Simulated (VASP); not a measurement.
# CaSe in VASP: notebook, part 3 of 3

VASP 6.6.1. Earlier steps stand in the parts before.

## 4. Single point, PBE (biaxial xy strain +1.1%)

INCAR

```
SYSTEM = CaSe
PREC = Accurate
ENCUT = 520
EDIFF = 1E-7
ISMEAR = 0
SIGMA = 0.01
LREAL = .False.
LASPH = .True.
NELM = 100
ALGO = Normal
ISIF = 2
LWAVE = .False.
LCHARG = .False.
GGA = PE
NBANDS = 15
```

KPOINTS

```
regular mesh
0
Gamma
  4 4 4
  0 0 0
```

POSCAR

```
CaSe
1.0
    0.0000000000      3.0013604553      2.9675306064
    3.0013604553      0.0000000000      2.9675306064
    3.0013604553      3.0013604553      0.0000000000
Ca Se
1 1
Direct
    0.0000000000      0.0000000000      0.0000000000
    0.5000000000      0.5000000000      0.5000000000
```

Potentials or basis: VASP PAW PBE potentials, release 64 (Ca_sv, Se).

Launch:

```sh
$ cat potpaw_PBE.64/Ca_sv/POTCAR potpaw_PBE.64/Se/POTCAR > POTCAR
$ mpirun -np 1 vasp_std > vasp.out
```

OUTCAR:

```text
SYSTEM = CaSe
   PREC = Accurate
   ENCUT = 520
   EDIFF = 1E-7
   ISMEAR = 0
   LREAL = .False.
   LASPH = .True.
   NELM = 100
   ISIF = 2
   GGA = PE

 ion  position               nearest neighbor table
   1  0.000  0.000  0.000-   2 2.97   2 2.97
   2  0.500  0.500  0.500-   1 2.97   1 2.97

  LATTYP: Found a body centered tetragonal cell.
 ALAT       =     4.2445646615
 C/A-ratio  =     1.3982732474

  Lattice vectors:

 A1 = (   0.0000000000,  -3.0013604553,  -2.9675306064)
 A2 = (   0.0000000000,   3.0013604553,  -2.9675306064)
 A3 = (   3.0013604553,   0.0000000000,   2.9675306064)

Analysis of symmetry for initial positions (statically):
=====================================================================
 Subroutine PRICEL returns:
 Original cell was already a primitive cell.

 Routine SETGRP: Setting up the symmetry group for a
 body centered tetragonal supercell.

 Subroutine GETGRP returns: Found 16 space group operations
 (whereof 16 operations were pure point group operations)
 out of a pool of 16 trial point group operations.

The static configuration has the point symmetry D_4h.

Analysis of symmetry for dynamics (positions and initial velocities):
=====================================================================
 Subroutine PRICEL returns:
 Original cell was already a primitive cell.

 Routine SETGRP: Setting up the symmetry group for a
 body centered tetragonal supercell.

 Subroutine GETGRP returns: Found 16 space group operations
 (whereof 16 operations were pure point group operations)
 out of a pool of 16 trial point group operations.

The dynamic configuration has the point symmetry D_4h.

 Subroutine INISYM returns: Found 16 space group operations
 (whereof 16 operations are pure point group operations),
 and found     1 'primitive' translations

----------------------------------------------------------------------------------------

                                     Primitive cell

  volume of cell :      53.4640

  direct lattice vectors                    reciprocal lattice vectors
     0.000000000  3.001360455  2.967530606    -0.166591120  0.166591120  0.168490259
     3.001360455  0.000000000  2.967530606     0.166591120 -0.166591120  0.168490259
     3.001360455  3.001360455  0.000000000     0.166591120  0.166591120 -0.168490259

  length of vectors
     4.220711135  4.220711135  4.244564661     0.289644903  0.289644903  0.289644903

  position of ions in fractional coordinates (direct lattice)
     0.000000000  0.000000000  0.000000000
     0.500000000  0.500000000  0.500000000

  ion indices of the primitive-cell ions
   primitive index   ion index
                 1           1
                 2           2

----------------------------------------------------------------------------------------

 KPOINTS: regular mesh

Automatic generation of k-mesh.
 Grid dimensions read from file:
 generate k-points for:    4    4    4

 Generating k-lattice:

  Cartesian coordinates                     Fractional coordinates (reciprocal lattice)
    -0.041647780  0.041647780  0.042122565     0.250000000 -0.000000000  0.000000000
     0.041647780 -0.041647780  0.042122565    -0.000000000  0.250000000  0.000000000
[... 29 lines left out ...]
   number of dos      NEDOS =    301   number of ions     NIONS =      2
   total plane-waves  NPLWV =  32768
   dimension x,y,z NGX =    32 NGY =   32 NGZ =   32
   dimension x,y,z NGXF=    64 NGYF=   64 NGZF=   64
   ions per type =               1   1
   NGX,Y,Z   is equivalent  to a cutoff of  12.60, 12.60, 12.53 a.u.
   NGXF,Y,Z  is equivalent  to a cutoff of  25.21, 25.21, 25.07 a.u.
 SYSTEM =  CaSe
   PREC   = accura    normal or accurate (medium, high low for compatibility)
   ISTART =      0    job   : 0-new  1-cont  2-samecut
   ICHARG =      2    charge: 1-file 2-atom 10-const
   ISPIN  =      1    spin polarized calculation?
   LNONCOLLINEAR =      F non collinear calculations
   LSORBIT =      F    spin-orbit coupling
   LASPH  =      T    aspherical Exc in radial PAW
   ENCUT  =  520.0 eV  38.22 Ry    6.18 a.u.   7.85  7.85  7.89*2*pi/ulx,y,z
   NELM   =    100;   NELMIN=  2; NELMDL= -5     # of ELM steps
   EDIFF  = 0.1E-06   stopping-criterion for ELM
   LREAL  =      F    real-space projection
   EDIFFG = 0.1E-05   stopping-criterion for IOM
   NSW    =      0    number of steps for IOM
   IBRION =     -1    ionic relax: 0-MD 1-quasi-New 2-CG
   NFREE  =      0    steps in history (QN), initial steepest desc. (CG)
   ISIF   =      2    stress and relaxation
   ISYM   =      2    0-nonsym 1-usesym 2-fastsym
   POTIM  = 0.5000    time-step for ionic-motion
   TEBEG  =    0.0;   TEEND  =   0.0 temperature during run
   PSTRESS=    0.0 pullay stress
   NELECT =      16.0000    total number of electrons
   NUPDOWN=      -1.0000    fix difference up-down
   EMIN   =  10.00;   EMAX   =-10.00  energy-range for DOS
   EFERMI =   0.00;   METHOD = LEGACY
   ISMEAR =     0;   SIGMA  =   0.01  broadening in eV -4-tet -1-fermi 0-gaus
   EFERMI_NEDOS =   21; number of points for ismear=-14 and -15
   IALGO  =     38    algorithm
   IMIX   =      4    mixing-type and parameters
     AMIX     =   0.40;   BMIX     =  1.00
     AMIX_MAG =   1.60;   BMIX_MAG =  1.00
  volume/ion in A,a.u.               =      26.73       180.40
  Fermi-wavevector in a.u.,A,eV,Ry     =   1.095034  2.069314 16.314742  1.199100
  Thomas-Fermi vector in A             =   2.231350
   LORBIT       =      0    0 simple, 1 ext, 2 COOP (PROOUT), +10 PAW based schemes
   GGA     = PE    functional components
   LHFCALC =     F    Hartree Fock is set to
   AEXX    =    0.0000 exact exchange contribution
   IVDW    =     0    specifies the selected vdW correction
   LEPSILON=     F    determine dielectric tensor
   LRPA    =     F    only Hartree local field effects (RPA)
 non-spin polarized calculation
 Gauss-broadening in eV      SIGMA  =   0.01
  energy-cutoff  :      520.00
  volume of cell :       53.46
 maximum number of plane-waves:      1451
   NGX = 15   NGY = 15   NGZ = 15

 number of electron      15.9999997 magnetization

 Free energy of the ion-electron system (eV)
  ---------------------------------------------------
  ext. energy  EPLUGINS =         0.00000000
  ---------------------------------------------------
  free energy    TOTEN  =        -9.46933975 eV

  energy without entropy =       -9.46933975  energy(sigma->0) =       -9.46933975

 E-fermi :   2.3214     XC(G=0):  -9.0138

 val. band max:        2.2374346060   @ k =   0.0000   0.0000   0.0000
 cond. band min:       4.3211435368   @ k =   0.5000   0.5000   0.0000
 fundamental gap:      2.0837089308
 Fermi energy:         2.3213642535

 k-point     1 :       0.0000    0.0000    0.0000
  band No.  band energies     occupation
      1     -37.6293      2.00000
      2     -18.6185      2.00000
      3     -18.6185      2.00000
      4     -18.6148      2.00000
      5      -9.4502      2.00000
      6       2.2351      2.00000
      7       2.2351      2.00000
      8       2.2374      2.00000
      9       5.3958      0.00000
     10       5.9157      0.00000
     11       5.9157      0.00000
     12       5.9867      0.00000
     13       6.4566      0.00000
     14       6.4997      0.00000
[... 203 lines left out ...]
      2     -18.6673      2.00000
      3     -18.6673      2.00000
      4     -18.6500      2.00000
      5      -8.8249      2.00000
      6       0.3228      2.00000
      7       0.3228      2.00000
      8       0.5953      2.00000
      9       6.6492      0.00000
     10       6.6492      0.00000
     11       7.3499      0.00000
     12       7.8080      0.00000
     13       8.1419      0.00000
     14      10.7166      0.00000
     15      11.1174      0.00000

------------------------ aborting loop because EDIFF is reached ----------------------------------------

  FORCE on cell =-STRESS in cart. coord.  units (eV):
  Direction    XX          YY          ZZ          XY          YZ          ZX
  --------------------------------------------------------------------------------------
  -------------------------------------------------------------------------------------
  Total       -0.1854880     -0.1854880      0.1300195      0.0000000     -0.0000000      0.0000000
  in kB       -5.5585939     -5.5585939      3.8963457      0.0000000     -0.0000000      0.0000000
  external PRESSURE =      -2.4069473 kB  Pullay stress =       0.0000000 kB

 VOLUME and BASIS-vectors are now :
 -----------------------------------------------------------------------------
  energy-cutoff  :      520.00
  volume of cell :       53.46
      direct lattice vectors                 reciprocal lattice vectors
     0.000000000  3.001360455  2.967530606    -0.166591120  0.166591120  0.168490259
     3.001360455  0.000000000  2.967530606     0.166591120 -0.166591120  0.168490259
     3.001360455  3.001360455  0.000000000     0.166591120  0.166591120 -0.168490259

 POSITION                                       TOTAL-FORCE (eV/Angst)
 -----------------------------------------------------------------------------------
      0.00000      0.00000      0.00000         0.000000     -0.000000      0.000000
      3.00136      3.00136      2.96753        -0.000000      0.000000     -0.000000
 -----------------------------------------------------------------------------------
    total drift:                                0.000000     -0.000000     -0.000000

  FREE ENERGIE OF THE ION-ELECTRON SYSTEM (eV)
  ---------------------------------------------------
  free  energy   TOTEN  =        -9.4693397545 eV

  energy  without entropy=       -9.4693397545  energy(sigma->0) =       -9.46933975
```

stdout:

```text
POSCAR found type information on POSCAR CaSe
 POSCAR found :  2 types and       2 ions
 scaLAPACK will be used
 LDA part: xc-table for (Slater+PW92), standard interpolation
 POSCAR, INCAR and KPOINTS ok, starting setup
 FFT: planning ... GRIDC
 FFT: planning ... GRID_SOFT
 FFT: planning ... GRID
 WAVECAR not read
 entering main loop
```

It took 37 s on 1 thread of AMD EPYC 7R13, shared host; peak memory 0.14 GiB.

What came out:

* Free energy: -9.4693 eV
* Pressure: -0.2 GPa
* Band gap on the k mesh: 2.08 eV, indirect (least direct gap 2.97 eV)

Stress tensor (GPa, compression positive):
```
-0.56  0.00  0.00
 0.00 -0.56  0.00
 0.00  0.00  0.39
```

Caveat: the k points lie up to 0.45 Å⁻¹ apart; the cell differs from its parent crystal (biaxial xy strain +1.1%).

## 5. Single point, PBE (uniaxial x strain +4.2%)

INCAR

```
SYSTEM = CaSe
PREC     = Accurate       ! precision mode
ENCUT    = 520            ! plane-wave cutoff, eV
EDIFF    = 1E-7           ! SCF threshold, eV
ISMEAR   = 0              ! smearing method
SIGMA    = 0.01           ! smearing width, eV
LREAL    = .False.        ! projectors in reciprocal space
LASPH    = .True.         ! aspherical terms in the spheres
NELM     = 60             ! most SCF steps
ALGO     = Normal         ! electronic algorithm
ISIF     = 2              ! what is computed and relaxed
LWAVE    = .False.        ! write WAVECAR
LCHARG   = .True.         ! write CHGCAR
GGA      = PE             ! functional
LELF     = .True.         ! ELF
LVHAR    = .True.       
NBANDS   = 15             ! bands
```

KPOINTS

```
Automatic mesh
0
Gamma
  4 4 4
  0 0 0
```

POSCAR

```
CaSe
1.0
    0.0000000000      2.9675306064      2.9675306064
    3.0906831265      0.0000000000      2.9675306064
    3.0906831265      2.9675306064      0.0000000000
Ca Se
1 1
Direct
    0.0000000000      0.0000000000      0.0000000000
    0.5000000000      0.5000000000      0.5000000000
```

Launch:

```sh
$ cat potpaw_PBE.64/Ca_sv/POTCAR potpaw_PBE.64/Se/POTCAR > POTCAR
$ mpirun -np 1 vasp_std > vasp.out
```

It took 35 s on 1 thread of AMD EPYC 7R13, shared host; peak memory 0.14 GiB.

Results (log left out):

```
Free energy            : -9.4534 eV
Pressure               : -0.9 GPa
Band gap on the k mesh : 2.12 eV, indirect (least direct gap 2.94 eV)
```

Stress tensor (GPa, compression positive):
```
-2.77  0.00  0.00
 0.00  0.05  0.00
 0.00  0.00  0.05
```

Levels at points of the mesh, in eV from the valence-band top:
```csv
k point,band 4,band 5,band 6,band 7,band 8,band 9,band 10,band 11,band 12,band 13
"(0.00, 0.00, 0.00)",-20.90,-11.63,-0.01,0.00,0.00,3.02,3.54,3.79,3.79,4.23
"(0.50, 0.00, 0.00)",-20.90,-11.02,-3.10,-1.11,-1.10,4.42,5.33,5.33,5.42,7.01
"(0.50, 0.50, 0.00)",-20.93,-11.10,-2.36,-0.98,-0.88,2.12,4.73,5.04,5.77,5.83
"(0.00, 0.50, 0.50)",-20.92,-11.14,-2.46,-0.80,-0.80,2.14,4.88,4.89,5.76,5.86
```

Caveat: the k points lie up to 0.45 Å⁻¹ apart; the cell differs from its parent crystal (uniaxial x strain +4.2%).

## 6. Summary

| cell | gap on the mesh (eV) | pressure (GPa) |
| --- | --- | --- |
| a = 4.197 Å, angles 60.0°, 2 atoms | 2.04 | 0.9 |
| a = 4.188, b = 4.188, c = 4.169 Å, angles 60.1, 60.1, 59.7°, 2 atoms | 2.01 | 1.4 |
| a = 4.221, b = 4.221, c = 4.245 Å, angles 59.8, 59.8, 60.4°, 2 atoms | 2.08 | -0.2 |
| a = 4.197, b = 4.285, c = 4.285 Å, angles 58.6, 60.7, 60.7°, 2 atoms | 2.12 | -0.9 |

Alike in all rows: task single point; level PBE; potentials or basis VASP PAW PBE potentials, release 64 (Ca_sv, Se); no spin polarisation; k mesh 4 × 4 × 4; cutoff (eV) 520; smearing gaussian 0.01 eV.

Caveats: all runs use coarse meshes.

Absolute energies hang on the potentials; compare differences alone.
